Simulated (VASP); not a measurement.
# TiSi3 (Pm-3m) in VASP: single point with r2SCAN

Aim: the single point of TiSi3 with r2SCAN.

Everything below comes from runs of VASP 6.6.1. Logs are shortened: lines on timing, memory, paths and dates and some standing lists are left out, and cuts for length are marked.

**1. The cell of the first run**

The structure is cubic, space group Pm-3m (No. 221). The conventional cell has a = 3.804 Å, b = 3.804 Å, c = 3.804 Å, α = 90.00°, β = 90.00°, γ = 90.00°. Si (site symmetry 4/mmm) has 8 Si at 2.69 Å and 4 Ti at 2.69 Å within 3.5 Å. Ti (site symmetry m-3m) has 12 Si at 2.69 Å within 3.5 Å.

**2. Single point, r2SCAN**

Contents of POSCAR:

```
TiSi3
1.0
   -3.8038274434      3.8038274434      0.0000000000
   -3.8038274434      0.0000000000      3.8038274434
    0.0000000000      3.8038274434      3.8038274434
Si Ti
6 2
Direct
    0.0000000000      0.0000000000      0.0000000000
    0.5000000000      0.0000000000      0.0000000000
    0.0000000000      0.5000000000      0.0000000000
    0.5000000000      0.0000000000      0.5000000000
    0.0000000000      0.5000000000      0.5000000000
    0.5000000000      0.5000000000      0.5000000000
    0.0000000000      0.0000000000      0.5000000000
    0.5000000000      0.5000000000      0.0000000000
```

Contents of INCAR.step1:

```
SYSTEM = TiSi3
PREC     = Accurate       ! precision mode
ENCUT    = 520            ! plane-wave cutoff, eV
ISMEAR   = 0              ! smearing method
SIGMA    = 0.1            ! smearing width, eV
LREAL    = .FALSE.        ! projectors in reciprocal space
LASPH    = .TRUE.         ! aspherical terms in the spheres
NELM     = 80             ! most SCF steps
NBANDS   = 34             ! bands
GGA      = PE             ! functional
ALGO     = Normal         ! electronic algorithm
EDIFF    = 1E-4           ! SCF threshold, eV
LWAVE    = .TRUE.         ! write WAVECAR
LCHARG   = .FALSE.        ! write CHGCAR
```

Contents of INCAR.step2:

```
SYSTEM = TiSi3
PREC     = Accurate       ! precision mode
ENCUT    = 520            ! plane-wave cutoff, eV
EDIFF    = 1E-6           ! SCF threshold, eV
ISMEAR   = 0              ! smearing method
SIGMA    = 0.1            ! smearing width, eV
LREAL    = .FALSE.        ! projectors in reciprocal space
LASPH    = .TRUE.         ! aspherical terms in the spheres
NELM     = 80             ! most SCF steps
ALGO     = Normal         ! electronic algorithm
ISIF     = 2              ! what is computed and relaxed
LWAVE    = .FALSE.        ! write WAVECAR
LCHARG   = .FALSE.        ! write CHGCAR
METAGGA  = R2SCAN         ! meta-GGA
LMIXTAU  = .TRUE.       
NBANDS   = 34             ! bands
ISTART   = 1
```

Contents of KPOINTS:

```
regular mesh
0
G
  8 8 8
  0 0 0
```

Potentials or basis: VASP PAW PBE potentials, release 64 (Si, Ti_sv).

The run is started by

```bash
> cat potpaw_PBE.64/Si/POTCAR potpaw_PBE.64/Ti_sv/POTCAR > POTCAR
> cp INCAR.step1 INCAR
> mpirun -np 1 vasp_std > vasp.out
> cp INCAR.step2 INCAR
> mpirun -np 1 vasp_std > vasp.out
```

OUTCAR:

```text
SYSTEM = TiSi3
   PREC = Accurate
   ENCUT = 520
   EDIFF = 1E-6
   ISMEAR = 0
   LREAL = .FALSE.
   LASPH = .TRUE.
   NELM = 80
   ISIF = 2
   METAGGA = R2SCAN
   ISTART = 1

 ion  position               nearest neighbor table
   1  0.000  0.000  0.000-   2 2.69   3 2.69   7 2.69   4 2.69   5 2.69   7 2.69   3 2.69   5 2.69
                             8 2.69   2 2.69   4 2.69   8 2.69
   2  0.500  0.000  0.000-   1 2.69   4 2.69   8 2.69   4 2.69   6 2.69   7 2.69   3 2.69   6 2.69
                             8 2.69   1 2.69   3 2.69   7 2.69
   3  0.000  0.500  0.000-   1 2.69   5 2.69   8 2.69   5 2.69   6 2.69   7 2.69   1 2.69   2 2.69
                             7 2.69   2 2.69   6 2.69   8 2.69
   4  0.500  0.000  0.500-   2 2.69   6 2.69   7 2.69   1 2.69   2 2.69   8 2.69   5 2.69   6 2.69
                             8 2.69   1 2.69   5 2.69   7 2.69
   5  0.000  0.500  0.500-   3 2.69   6 2.69   7 2.69   1 2.69   3 2.69   8 2.69   1 2.69   4 2.69
                             7 2.69   4 2.69   6 2.69   8 2.69
   6  0.500  0.500  0.500-   4 2.69   5 2.69   8 2.69   2 2.69   3 2.69   8 2.69   2 2.69   4 2.69
                             7 2.69   3 2.69   5 2.69   7 2.69
   7  0.000  0.000  0.500-   1 2.69   4 2.69   5 2.69   1 2.69   2 2.69   3 2.69   3 2.69   5 2.69
                             6 2.69   2 2.69   4 2.69   6 2.69
   8  0.500  0.500  0.000-   2 2.69   3 2.69   6 2.69   4 2.69   5 2.69   6 2.69   1 2.69   2 2.69
                             4 2.69   1 2.69   3 2.69   5 2.69

  LATTYP: Found a face centered cubic cell.
 ALAT       =     7.6076548868

  Lattice vectors:

 A1 = (  -3.8038274434,   3.8038274434,   0.0000000000)
 A2 = (  -3.8038274434,   0.0000000000,   3.8038274434)
 A3 = (   0.0000000000,   3.8038274434,   3.8038274434)

Analysis of symmetry for initial positions (statically):
=====================================================================
 Subroutine PRICEL returns following result:

  LATTYP: Found a simple cubic cell.
 ALAT       =     3.8038274434

  Lattice vectors:

 A1 = (   0.0000000000,   0.0000000000,  -3.8038274434)
 A2 = (  -3.8038274434,   0.0000000000,   0.0000000000)
 A3 = (   0.0000000000,   3.8038274434,   0.0000000000)

   2 primitive cells build up your supercell.

 Routine SETGRP: Setting up the symmetry group for a
 face centered cubic supercell.

 Subroutine GETGRP returns: Found 48 space group operations
 (whereof 16 operations were pure point group operations)
 out of a pool of 48 trial point group operations.

The static configuration has the point symmetry D_4h.
 The point group associated with its full space group is O_h .

[... 129 lines left out ...]
   EDIFFG = 0.1E-04   stopping-criterion for IOM
   NSW    =      0    number of steps for IOM
   IBRION =     -1    ionic relax: 0-MD 1-quasi-New 2-CG
   NFREE  =      0    steps in history (QN), initial steepest desc. (CG)
   ISIF   =      2    stress and relaxation
   ISYM   =      2    0-nonsym 1-usesym 2-fastsym
   POTIM  = 0.5000    time-step for ionic-motion
   TEBEG  =    0.0;   TEEND  =   0.0 temperature during run
   PSTRESS=    0.0 pullay stress
   NELECT =      48.0000    total number of electrons
   NUPDOWN=      -1.0000    fix difference up-down
   EMIN   =  10.00;   EMAX   =-10.00  energy-range for DOS
   EFERMI =   0.00;   METHOD = LEGACY
   ISMEAR =     0;   SIGMA  =   0.10  broadening in eV -4-tet -1-fermi 0-gaus
   EFERMI_NEDOS =   21; number of points for ismear=-14 and -15
   IALGO  =     38    algorithm
   IMIX   =      4    mixing-type and parameters
     AMIX     =   0.40;   BMIX     =  1.00
     AMIX_MAG =   1.60;   BMIX_MAG =  1.00
  volume/ion in A,a.u.               =      13.76        92.85
  Fermi-wavevector in a.u.,A,eV,Ry     =   1.241436  2.345974 20.968810  1.541164
  Thomas-Fermi vector in A             =   2.375834
   LORBIT       =      0    0 simple, 1 ext, 2 COOP (PROOUT), +10 PAW based schemes
   METAGGA = R2SCAN    functional components
   LHFCALC =     F    Hartree Fock is set to
   AEXX    =    0.0000 exact exchange contribution
   IVDW    =     0    specifies the selected vdW correction
   LEPSILON=     F    determine dielectric tensor
   LRPA    =     F    only Hartree local field effects (RPA)
 non-spin polarized calculation
 Gauss-broadening in eV      SIGMA  =   0.10
  energy-cutoff  :      520.00
  volume of cell :      110.08
 maximum number of plane-waves:      2996
   NGX = 21   NGY = 21   NGZ = 21

 number of electron      47.9999993 magnetization

 Free energy of the ion-electron system (eV)
  ---------------------------------------------------
  ext. energy  EPLUGINS =         0.00000000
  ---------------------------------------------------
  free energy    TOTEN  =       -78.19020543 eV

  energy without entropy =      -78.16879540  energy(sigma->0) =      -78.17950041

 E-fermi :  11.3937     XC(G=0): -12.5304

 val. band max:       11.3880980725   @ k =  -0.3750   0.2500   0.0000
 cond. band min:      11.3973077257   @ k =  -0.3750   0.1250   0.0000
 fundamental gap:      0.0092096532
 Fermi energy:        11.3936564969

 k-point     1 :       0.0000    0.0000    0.0000
  band No.  band energies     occupation
      1     -48.3200      2.00000
      2     -48.3150      2.00000
      3     -23.6252      2.00000
      4     -23.6251      2.00000
      5     -23.6251      2.00000
      6     -23.5975      2.00000
[... 877 lines left out ...]
     33      14.5293      0.00000
     34      14.5293      0.00000

 [... further k-points ...]
[... 5 lines left out ...]
  --------------------------------------------------------------------------------------
  -------------------------------------------------------------------------------------
  Total        0.1496374      0.1496374      0.1496374      0.0000000      0.0000000      0.0000000
  in kB        2.1780019      2.1780019      2.1780019      0.0000000      0.0000000      0.0000000
  external PRESSURE =       2.1780019 kB  Pullay stress =       0.0000000 kB

 VOLUME and BASIS-vectors are now :
 -----------------------------------------------------------------------------
  energy-cutoff  :      520.00
  volume of cell :      110.08
      direct lattice vectors                 reciprocal lattice vectors
    -3.803827443  3.803827443  0.000000000    -0.131446552  0.131446552 -0.131446552
    -3.803827443  0.000000000  3.803827443    -0.131446552 -0.131446552  0.131446552
     0.000000000  3.803827443  3.803827443     0.131446552  0.131446552  0.131446552

 POSITION                                       TOTAL-FORCE (eV/Angst)
 -----------------------------------------------------------------------------------
      0.00000      0.00000      0.00000         0.000000     -0.000000      0.000000
     -1.90191      1.90191      0.00000        -0.000000      0.000000     -0.000000
     -1.90191      0.00000      1.90191         0.000000     -0.000000     -0.000000
     -1.90191      3.80383      1.90191         0.000000      0.000000     -0.000000
     -1.90191      1.90191      3.80383         0.000000      0.000000      0.000000
     -3.80383      3.80383      3.80383         0.000000      0.000000     -0.000000
      0.00000      1.90191      1.90191        -0.000000     -0.000000     -0.000000
     -3.80383      1.90191      1.90191        -0.000000     -0.000000      0.000000
 -----------------------------------------------------------------------------------
    total drift:                               -0.000000     -0.000000     -0.000000

  FREE ENERGIE OF THE ION-ELECTRON SYSTEM (eV)
  ---------------------------------------------------
  free  energy   TOTEN  =       -78.1902054303 eV

  energy  without entropy=      -78.1687953991  energy(sigma->0) =      -78.17950041
```

OSZICAR.step1:

```text
N       E                     dE             d eps       ncg     rms          rms(c)
DAV:   1     0.434620355636E+03    0.43462E+03   -0.21528E+04  1972   0.143E+03
DAV:   2     0.142959437243E+01   -0.43319E+03   -0.41604E+03  1994   0.412E+02
DAV:   3    -0.487196171872E+02   -0.50149E+02   -0.47787E+02  3292   0.116E+02
DAV:   4    -0.530479120780E+02   -0.43283E+01   -0.42664E+01  2894   0.289E+01
DAV:   5    -0.532837510611E+02   -0.23584E+00   -0.23557E+00  2824   0.604E+00    0.193E+01
DAV:   6    -0.509869739612E+02    0.22968E+01   -0.49315E+01  2716   0.441E+01    0.140E+01
DAV:   7    -0.488579989796E+02    0.21290E+01   -0.27357E+01  2682   0.328E+01    0.734E+00
DAV:   8    -0.486387902211E+02    0.21921E+00   -0.31125E+00  2572   0.126E+01    0.274E+00
DAV:   9    -0.485254267274E+02    0.11336E+00   -0.51851E-01  2604   0.493E+00    0.918E-01
DAV:  10    -0.485262101771E+02   -0.78345E-03   -0.22869E-02  2808   0.818E-01    0.721E-01
DAV:  11    -0.485345286384E+02   -0.83185E-02   -0.23405E-02  2682   0.923E-01    0.666E-01
DAV:  12    -0.485272008200E+02    0.73278E-02   -0.20890E-02  2632   0.950E-01    0.164E-01
DAV:  13    -0.485272025655E+02   -0.17456E-05   -0.76323E-04  2338   0.135E-01
   1 F= -.48527203E+02 E0= -.48515610E+02  d E =-.231854E-01
```

Wall time 6.5 min (1 thread of AMD EPYC 7R43 (Zen 3), shared host); peak memory 0.27 GiB.

What came out:

* Free energy: -78.1902 eV
* Pressure: 0.2 GPa
* Band gap on the k mesh: zero (bands 24 and 25 overlap by 1.26 eV)

Caveat: the PAW data sets were made with another functional, which shifts forces and pressure a little.
